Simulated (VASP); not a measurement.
# Na5Li3S4 (P1) in VASP: single point with PBEsol

Aim: the single point of Na5Li3S4 with PBEsol.

Everything below comes from runs of VASP 6.6.1. Logs are shortened: lines on timing, memory, paths and dates and some standing lists are left out, and cuts for length are marked.

## Step 1: The cell of the first run

The typed cell holds 96 atoms: a = 12.502 Å, b = 12.502 Å, c = 12.502 Å, α = 90.00°, β = 90.00°, γ = 90.00°.

## Step 2: Single point, PBEsol

INCAR

```
PREC = Accurate ; ENCUT = 880
EDIFF = 1E-6 ; ISMEAR = -1
SIGMA = 0.05 ; LREAL = Auto
LASPH = T ; NELM = 120
ALGO = Normal ; ISIF = 2
LWAVE = F ; LCHARG = F
GGA = PS ; NBANDS = 326
ISYM = -1 ; GGA_COMPAT = F
KPAR = 1
```

KPOINTS

```
explicit points
1
Reciprocal
  0.25000000   0.25000000   0.25000000 1
```

POSCAR

```
Na5Li3S4
1.0
   12.5016886605      0.0000000000      0.0000000000
    0.0000000000     12.5016886605      0.0000000000
    0.0000000000      0.0000000000     12.5016886605
Li Na S
24 40 32
Direct
    0.3768170000      0.1197600000      0.1265060000
    0.8448480000      0.1617240000      0.6622890000
    0.8449930000      0.6496880000      0.6597230000
    0.1348590000      0.8795520000      0.6029850000
    0.6288520000      0.3738010000      0.1293110000
    0.5964190000      0.8479150000      0.6085510000
    0.1161460000      0.6139920000      0.3598110000
    0.1149660000      0.6209190000      0.8716720000
    0.6352960000      0.1311620000      0.8763170000
    0.1360050000      0.1218970000      0.1215090000
    0.1262930000      0.6253720000      0.1222630000
    0.6091810000      0.1477000000      0.1009170000
    0.6182680000      0.6217290000      0.6297230000
    0.3746020000      0.8741160000      0.3731660000
    0.8933890000      0.3820310000      0.3589880000
    0.8785620000      0.3885780000      0.8651790000
    0.9036110000      0.8829760000      0.3608980000
    0.3939310000      0.3538950000      0.1124310000
    0.3630360000      0.8763950000      0.6131140000
    0.4006920000      0.1436510000      0.8987030000
    0.8770970000      0.1357820000      0.8866770000
    0.8778630000      0.6274230000      0.8809300000
    0.1248420000      0.3746890000      0.3689770000
    0.1311510000      0.8626420000      0.3739160000
    0.3671840000      0.1194890000      0.6290440000
    0.3693730000      0.6175510000      0.1292290000
    0.3658880000      0.6311060000      0.6231430000
    0.8744770000      0.1256330000      0.1350240000
    0.8805620000      0.6231320000      0.1306600000
    0.1310940000      0.3745120000      0.1228920000
    0.1201170000      0.3753620000      0.6203310000
    0.1285790000      0.8759750000      0.1253700000
    0.6267330000      0.3712470000      0.6354420000
    0.6307900000      0.8865650000      0.1273190000
    0.1307180000      0.1176880000      0.3672470000
    0.1360630000      0.1211670000      0.8694070000
    0.6311220000      0.1168350000      0.3684700000
    0.6230570000      0.6204730000      0.3813600000
    0.6244540000      0.6278470000      0.8777750000
    0.1041980000      0.1203650000      0.6182980000
    0.1093720000      0.6312190000      0.6129340000
    0.6185920000      0.1088720000      0.6277730000
    0.6272030000      0.6241440000      0.1306850000
    0.3723190000      0.3775000000      0.3655250000
    0.3715430000      0.3768090000      0.8770030000
    0.3720910000      0.8841740000      0.8663590000
    0.8780020000      0.8831730000      0.8777900000
    0.3712190000      0.3730000000      0.6278310000
    0.3775000000      0.8727520000      0.1179010000
    0.8782460000      0.3730860000      0.1165620000
    0.8762110000      0.3950260000      0.6134560000
    0.8850670000      0.8727640000      0.1247500000
    0.8702270000      0.8894930000      0.6241430000
    0.3793500000      0.1221570000      0.3731270000
    0.3669650000      0.6290620000      0.3773440000
    0.3722410000      0.6245820000      0.8754050000
    0.8862420000      0.1244760000      0.3925800000
    0.8728430000      0.6315760000      0.3910950000
    0.1223900000      0.3721640000      0.8772480000
    0.1188320000      0.8663060000      0.8662240000
    0.6303580000      0.3679010000      0.3795990000
    0.6285680000      0.3741300000      0.8810960000
    0.6351620000      0.8666890000      0.3811530000
    0.6291420000      0.8847920000      0.8657430000
    0.0070080000      0.0140090000      0.0029800000
    0.0137610000      0.9741580000      0.4858620000
    0.9990810000      0.5082100000      0.9894620000
    0.0097110000      0.4919490000      0.4743610000
    0.5038300000      0.0186990000      0.9986940000
    0.4926880000      0.9805960000      0.5025620000
    0.5009940000      0.4881140000      0.0135510000
    0.5014480000      0.4997900000      0.5091250000
    0.2648550000      0.2376480000      0.0098550000
    0.2462850000      0.2517030000      0.4945580000
    0.2384150000      0.7382380000      0.9977020000
    0.2478010000      0.7654680000      0.4933020000
    0.7453510000      0.2447980000      0.0013700000
    0.7536590000      0.2444540000      0.5106840000
    0.7544280000      0.7491660000      0.9988950000
    0.7373130000      0.7407820000      0.5278180000
    0.2591830000      0.0011180000      0.2418590000
    0.2394130000      0.9838380000      0.7304410000
    0.2349100000      0.5047940000      0.2526310000
    0.2395970000      0.5047960000      0.7525900000
    0.7681270000      0.9876670000      0.2643000000
    0.7605760000      0.0263790000      0.7656190000
    0.7532630000      0.4892860000      0.2526500000
    0.7566480000      0.5088230000      0.7568850000
    0.0069340000      0.2555170000      0.2541330000
    0.9835190000      0.2535850000      0.7582320000
    0.0121090000      0.7473620000      0.2589250000
    0.9860230000      0.7365260000      0.7549850000
    0.5049680000      0.2472890000      0.2319200000
    0.4984460000      0.2392640000      0.7626400000
    0.4970780000      0.7542560000      0.2539230000
    0.5001640000      0.7529280000      0.7411990000
```

Potentials or basis: VASP PAW PBE potentials, release 64 (Li_sv, Na_pv, S).

On the command line:

```bash
$ cat potpaw_PBE.64/Li_sv/POTCAR potpaw_PBE.64/Na_pv/POTCAR potpaw_PBE.64/S/POTCAR > POTCAR
$ mpirun -np 4 vasp_std > vasp.out
```

OUTCAR:

```text
PREC = Accurate
   ENCUT = 880
   EDIFF = 1E-6
   ISMEAR = -1
   LREAL = Auto
   LASPH = T
   NELM = 120
   ISIF = 2
   GGA = PS
   ISYM = -1

 ion  position               nearest neighbor table
   1  0.377  0.120  0.127-  73 2.50  81 2.54  69 2.58  93 2.62
   2  0.845  0.162  0.662-  86 2.38  90 2.40  78 2.44
   3  0.845  0.650  0.660-  92 2.39  88 2.41  80 2.41
   4  0.135  0.880  0.603-  66 2.42  76 2.43  82 2.44
   5  0.629  0.374  0.129-  93 2.56  71 2.59  87 2.62  77 2.70
   6  0.596  0.848  0.609-  96 2.37  80 2.43  70 2.49
   7  0.116  0.614  0.360-  83 2.42  91 2.46  68 2.48
   8  0.115  0.621  0.872-  67 2.50  84 2.60  92 2.61  75 2.65
   9  0.635  0.131  0.876-  86 2.47  77 2.52  94 2.60  69 2.65
  10  0.136  0.122  0.122-  65 2.57  73 2.58  81 2.63
  11  0.126  0.625  0.122-  75 2.53  83 2.60  91 2.70
  12  0.609  0.148  0.101-  77 2.43  93 2.44  69 2.44
  13  0.618  0.622  0.630-  80 2.46  72 2.59  96 2.61
  14  0.375  0.874  0.373-  70 2.56  76 2.57  95 2.61
  15  0.893  0.382  0.359-  68 2.47  89 2.50  87 2.58
  16  0.879  0.389  0.865-  90 2.52  88 2.53  67 2.63
  17  0.904  0.883  0.361-  66 2.37  85 2.46  91 2.52
  18  0.394  0.354  0.112-  93 2.44  71 2.48  73 2.52
  19  0.363  0.876  0.613-  70 2.50  76 2.50  82 2.52
  20  0.401  0.144  0.899-  69 2.38  94 2.41  73 2.49
  21  0.877  0.136  0.887-  86 2.51  90 2.55  77 2.57  65 2.66
  22  0.878  0.627  0.881-  92 2.48  67 2.52  79 2.62  88 2.63
  23  0.125  0.375  0.369-  68 2.44  89 2.54  83 2.58  74 2.67
  24  0.131  0.863  0.374-  76 2.41  66 2.46  91 2.52
  25  0.367  0.119  0.629-  82 2.65  94 2.78
  26  0.369  0.618  0.129-  83 2.68  71 2.72  75 2.77
  27  0.366  0.631  0.623-  96 2.70  72 2.76  84 2.76  76 2.76
  28  0.874  0.126  0.135-  85 2.71  65 2.72  89 2.76  77 2.76
  29  0.881  0.623  0.131-  67 2.72  87 2.77  79 2.77  91 2.77
  30  0.131  0.375  0.123-  83 2.64  89 2.70  73 2.78
  31  0.120  0.375  0.620-  74 2.71  68 2.71  84 2.75
  32  0.129  0.876  0.125-  81 2.69  75 2.72  91 2.74  65 2.76
  33  0.627  0.371  0.635-  78 2.73  72 2.74
  34  0.631  0.887  0.127-  85 2.73
  35  0.131  0.118  0.367-  81 2.68  89 2.71  74 2.73  66 2.75
  36  0.136  0.121  0.869-  65 2.68  82 2.76  73 2.79
  37  0.631  0.117  0.368-  85 2.69
  38  0.623  0.620  0.381-  72 2.67  80 2.77
  39  0.624  0.628  0.878-  88 2.69  79 2.69  96 2.79
  40  0.104  0.120  0.618-  66 2.71  82 2.78
  41  0.109  0.631  0.613-  92 2.70  68 2.75
  42  0.619  0.109  0.628-  86 2.68  70 2.74  94 2.78
  43  0.627  0.624  0.131-  71 2.74  87 2.77  95 2.77  79 2.77
  44  0.372  0.377  0.366-  83 2.73  74 2.75
  45  0.372  0.377  0.877-  71 2.73  94 2.74  73 2.75  84 2.77
  46  0.372  0.884  0.866-  82 2.68  96 2.78
  47  0.878  0.883  0.878-  86 2.71  79 2.74  92 2.75  65 2.78
  48  0.371  0.373  0.628-  72 2.71  74 2.74
  49  0.377  0.873  0.118-  81 2.68  95 2.71
  50  0.878  0.373  0.117-  77 2.72  87 2.73  67 2.77  89 2.78
  51  0.876  0.395  0.613-  68 2.70  88 2.73  78 2.75
  52  0.885  0.873  0.125-  85 2.69  79 2.74  65 2.79  91 2.79
  53  0.870  0.889  0.624-  66 2.71  80 2.77
  54  0.379  0.122  0.373-  81 2.69  74 2.77  70 2.79
[... 28 lines left out ...]
  83  0.235  0.505  0.253-   7 2.42  23 2.58  11 2.60  30 2.64  26 2.68  44 2.73  55 2.75
  84  0.240  0.505  0.753-   8 2.60  59 2.71  56 2.71  31 2.75  27 2.76  45 2.77
  85  0.768  0.988  0.264-  17 2.46  63 2.68  37 2.69  52 2.69  28 2.71  34 2.73  57 2.77
  86  0.761  0.026  0.766-   2 2.38   9 2.47  21 2.51  42 2.68  47 2.71  64 2.72
  87  0.753  0.489  0.253-  15 2.58   5 2.62  61 2.68  50 2.73  43 2.77  29 2.77
[... 236 lines left out ...]
   number of dos      NEDOS =    301   number of ions     NIONS =     96
   total plane-waves  NPLWV = ******
   dimension x,y,z NGX =   126 NGY =  126 NGZ =  126
   dimension x,y,z NGXF=   252 NGYF=  252 NGZF=  252
   ions per type =              24  40  32
   NGX,Y,Z   is equivalent  to a cutoff of  16.76, 16.76, 16.76 a.u.
   NGXF,Y,Z  is equivalent  to a cutoff of  33.51, 33.51, 33.51 a.u.
 SYSTEM =  unknown system
   PREC   = accura    normal or accurate (medium, high low for compatibility)
   ISTART =      0    job   : 0-new  1-cont  2-samecut
   ICHARG =      2    charge: 1-file 2-atom 10-const
   ISPIN  =      1    spin polarized calculation?
   LNONCOLLINEAR =      F non collinear calculations
   LSORBIT =      F    spin-orbit coupling
   LASPH  =      T    aspherical Exc in radial PAW
   ENCUT  =  880.0 eV  64.68 Ry    8.04 a.u.  30.24 30.24 30.24*2*pi/ulx,y,z
   NELM   =    120;   NELMIN=  2; NELMDL= -5     # of ELM steps
   EDIFF  = 0.1E-05   stopping-criterion for ELM
   LREAL  =      T    real-space projection
   EDIFFG = 0.1E-04   stopping-criterion for IOM
   NSW    =      0    number of steps for IOM
   IBRION =     -1    ionic relax: 0-MD 1-quasi-New 2-CG
   NFREE  =      0    steps in history (QN), initial steepest desc. (CG)
   ISIF   =      2    stress and relaxation
   ISYM   =     -1    0-nonsym 1-usesym 2-fastsym
   POTIM  = 0.5000    time-step for ionic-motion
   TEBEG  =    0.0;   TEEND  =   0.0 temperature during run
   PSTRESS=    0.0 pullay stress
   NELECT =     544.0000    total number of electrons
   NUPDOWN=      -1.0000    fix difference up-down
   EMIN   =  10.00;   EMAX   =-10.00  energy-range for DOS
   EFERMI =   0.00;   METHOD = LEGACY
   ISMEAR =    -1;   SIGMA  =   0.05  broadening in eV -4-tet -1-fermi 0-gaus
   EFERMI_NEDOS =   21; number of points for ismear=-14 and -15
   IALGO  =     38    algorithm
   IMIX   =      4    mixing-type and parameters
     AMIX     =   0.40;   BMIX     =  1.00
     AMIX_MAG =   1.60;   BMIX_MAG =  1.00
  volume/ion in A,a.u.               =      20.35       137.35
  Fermi-wavevector in a.u.,A,eV,Ry     =   1.068987  2.020093 15.547831  1.142733
  Thomas-Fermi vector in A             =   2.204652
   LORBIT       =      0    0 simple, 1 ext, 2 COOP (PROOUT), +10 PAW based schemes
   GGA     = PS    functional components
   LHFCALC =     F    Hartree Fock is set to
   AEXX    =    0.0000 exact exchange contribution
   IVDW    =     0    specifies the selected vdW correction
   LEPSILON=     F    determine dielectric tensor
   LRPA    =     F    only Hartree local field effects (RPA)
 non-spin polarized calculation
  energy-cutoff  :      880.00
  volume of cell :     1953.92
 maximum number of plane-waves:    115820
 NGX is ok and might be reduce to   120
   NGX = 61   NGY = 61   NGZ = 61

 number of electron     543.9999994 magnetization

 Free energy of the ion-electron system (eV)
  ---------------------------------------------------
  ext. energy  EPLUGINS =         0.00000000
  ---------------------------------------------------
  free energy    TOTEN  =      -351.76260605 eV

  energy without entropy =     -351.76260605  energy(sigma->0) =     -351.76260605

 E-fermi :   1.7700     XC(G=0):  -8.1561

 val. band max:        0.4790762680   @ k =   0.2500   0.2500   0.2500
 cond. band min:       3.7102017154   @ k =   0.2500   0.2500   0.2500
 fundamental gap:      3.2311254474
 Fermi energy:         1.7699880450

 k-point     1 :       0.2500    0.2500    0.2500
  band No.  band energies     occupation
      1     -43.5032      2.00000
      2     -43.4225      2.00000
      3     -43.3801      2.00000
      4     -43.3752      2.00000
      5     -43.3558      2.00000
      6     -43.2567      2.00000
[... 276 lines left out ...]
    283       4.9795      0.00000
    284       5.0044      0.00000
 [bands above 284 left out]

------------------------ aborting loop because EDIFF is reached ----------------------------------------

  FORCE on cell =-STRESS in cart. coord.  units (eV):
  Direction    XX          YY          ZZ          XY          YZ          ZX
  --------------------------------------------------------------------------------------
  -------------------------------------------------------------------------------------
  Total        0.3662450      0.9010869      1.2693245      0.4557742      1.6595644     -2.6367195
  in kB        0.3003144      0.7388754      1.0408238      0.3737268      1.3608137     -2.1620636
  external PRESSURE =       0.6933379 kB  Pullay stress =       0.0000000 kB

 VOLUME and BASIS-vectors are now :
 -----------------------------------------------------------------------------
  energy-cutoff  :      880.00
  volume of cell :     1953.92
      direct lattice vectors                 reciprocal lattice vectors
    12.501688660  0.000000000  0.000000000     0.079989194  0.000000000  0.000000000
     0.000000000 12.501688660  0.000000000     0.000000000  0.079989194  0.000000000
     0.000000000  0.000000000 12.501688660     0.000000000  0.000000000  0.079989194

 POSITION                                       TOTAL-FORCE (eV/Angst)
 -----------------------------------------------------------------------------------
      4.71085      1.49720      1.58154        -0.001034      0.015187     -0.003392
     10.56203      2.02182      8.27973         0.009396      0.022797      0.008124
     10.56384      8.12220      8.24765        -0.022833     -0.003265     -0.005510
      1.68597     10.99589      7.53833        -0.004757      0.002671     -0.004971
      7.86171      4.67314      1.61661        -0.002114     -0.000442     -0.008437
      7.45624     10.60037      7.60792        -0.021045      0.008070      0.017248
[... 88 lines left out ...]
      6.21431      9.42947      3.17447        -0.003446      0.006773      0.010173
      6.25289      9.41287      9.26624         0.003589      0.003138      0.002375
 -----------------------------------------------------------------------------------
    total drift:                               -0.054968      0.061923      0.047372

  FREE ENERGIE OF THE ION-ELECTRON SYSTEM (eV)
  ---------------------------------------------------
  free  energy   TOTEN  =      -351.7626060456 eV

  energy  without entropy=     -351.7626060456  energy(sigma->0) =     -351.76260605
```

Wall time 20 min (4 MPI ranks of AMD EPYC 7R43 (Zen 3), shared host); peak memory 1.4 GiB.

What came out:

| Quantity | Value |
| --- | --- |
| Free energy | -351.7626 eV |
| Pressure | 0.1 GPa |
| Largest force | 0.034 eV/Å |
| Band gap on the k mesh | 3.23 eV |

Forces in eV/Å, atoms in the order of the input:
```
Li  -0.001  0.015 -0.003
Li   0.009  0.023  0.008
Li  -0.023 -0.003 -0.006
Li  -0.005  0.003 -0.005
Li  -0.002  0.000 -0.008
Li  -0.021  0.008  0.017
Li  -0.004  0.005  0.009
Li  -0.003  0.024  0.003
Li  -0.007  0.000  0.006
Li   0.000 -0.003  0.002
Li  -0.005 -0.002 -0.014
Li  -0.015 -0.007 -0.010
Li  -0.004  0.000 -0.001
Li  -0.020 -0.002 -0.007
Li   0.003 -0.002  0.013
Li   0.016  0.000  0.000
Li   0.002  0.007 -0.008
Li  -0.017  0.001  0.017
Li  -0.008 -0.003  0.010
Li  -0.013  0.000  0.013
Li   0.001 -0.004 -0.016
Li   0.034  0.005 -0.001
Li  -0.014  0.013  0.003
Li   0.004  0.001 -0.001
Na   0.002  0.003 -0.004
Na   0.005  0.002 -0.001
Na  -0.002 -0.005  0.000
Na  -0.001  0.002 -0.003
Na  -0.001  0.003  0.002
Na   0.001  0.001 -0.005
Na   0.001 -0.003  0.001
Na   0.002 -0.003 -0.006
Na  -0.003  0.002  0.000
Na  -0.001 -0.003 -0.001
Na   0.000  0.001  0.003
Na   0.002  0.002 -0.002
Na  -0.005  0.002 -0.001
Na   0.002 -0.001 -0.004
Na  -0.006 -0.001  0.004
Na  -0.001  0.003  0.001
Na   0.003 -0.004 -0.003
Na  -0.001  0.000  0.000
Na   0.002  0.001  0.000
Na   0.004 -0.002  0.000
Na   0.001 -0.002  0.000
Na   0.001 -0.004  0.007
Na   0.002  0.000  0.002
Na  -0.001  0.000  0.003
Na  -0.001 -0.001 -0.004
Na  -0.003  0.000 -0.001
Na   0.004 -0.006 -0.004
Na   0.000 -0.004 -0.002
Na  -0.001 -0.007  0.004
Na   0.003  0.000  0.001
Na   0.008 -0.005 -0.002
Na   0.005  0.000  0.000
Na   0.002  0.007 -0.001
Na  -0.004  0.003 -0.005
Na   0.001 -0.003  0.004
Na   0.001 -0.002  0.002
Na   0.000  0.000 -0.002
Na   0.001  0.004 -0.005
Na   0.001 -0.005 -0.001
Na   0.002 -0.003  0.002
S    0.004 -0.001 -0.004
S    0.002 -0.009  0.007
S   -0.003 -0.002 -0.012
S    0.016  0.005 -0.018
S    0.006  0.003  0.008
S   -0.001 -0.011  0.005
S    0.004  0.001 -0.006
S    0.008  0.001  0.006
S   -0.004 -0.003  0.004
S   -0.001  0.001 -0.007
S    0.004  0.000 -0.012
S   -0.005  0.002 -0.003
S    0.008 -0.015  0.000
S   -0.001 -0.006  0.002
S    0.004  0.005 -0.001
S    0.008  0.006  0.007
S   -0.003 -0.006  0.001
S    0.006 -0.004 -0.003
S   -0.001 -0.006  0.000
S   -0.005  0.000 -0.004
S    0.008  0.001 -0.002
S    0.006  0.005 -0.005
S    0.004 -0.007  0.006
S   -0.003 -0.007  0.004
S   -0.003  0.004  0.003
S   -0.003  0.000  0.003
S    0.003 -0.014  0.006
S    0.005  0.001 -0.006
S   -0.001 -0.006  0.009
S    0.006  0.000 -0.003
S   -0.003  0.007  0.010
S    0.004  0.003  0.002
```

Caveat: the PAW data sets were made with another functional, which shifts forces and pressure a little; a shifted mesh leaves out Γ, where band edges can lie. A k mesh can miss the band edges.
